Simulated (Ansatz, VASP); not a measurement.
## Ti: VASP beside Ansatz

```xyz
3
Lattice="4.5153 0.1975 0.0000 -2.0866 3.8116 0.0000 0.0000 0.0000 2.7988" Properties=species:S:1:pos:R:3 pbc="T T T"
Ti    0.0000    0.0000    0.0000
Ti    0.1141    2.6069    1.3994
Ti    2.3147    1.4022    1.3994
```

Change from the starting cell: strain +0.0875 x Voigt [0, 0, 0, 0, 0, 1], atoms carried along.

Alike in both runs: task single point; functional PBEsol; k mesh 12 × 12 × 18; occupations gaussian, width 0.15 eV; no spin polarisation.

|  | VASP | Ansatz |
| --- | --- | --- |
| version | VASP 6.6.1 | Ansatz 0.2.0 |
| potentials or method | VASP PAW PBE potentials, release 64 (Ti_sv), cutoff 500 eV | scalar-relativistic, plane waves, PAW |
| valence electrons in the cell | 36 | 36 |

```csv
,VASP,Ansatz,Ansatz less VASP
gap on the k mesh at the Fermi level (eV),none,none,-
pressure (GPa),0.0,0.3,+0.27
"traceless stress, the component that is largest in VASP (GPa)",-4.82,-4.84,-0.020
rms of the force components (eV/Å),0.042,0.045,+0.0022
```

VASP's potentials were made for PBE, not for PBEsol. Atom by atom the forces differ by 0.004 eV/Å (rms over components). A gap of «none» marks a metal or a gap that the smearing closes.
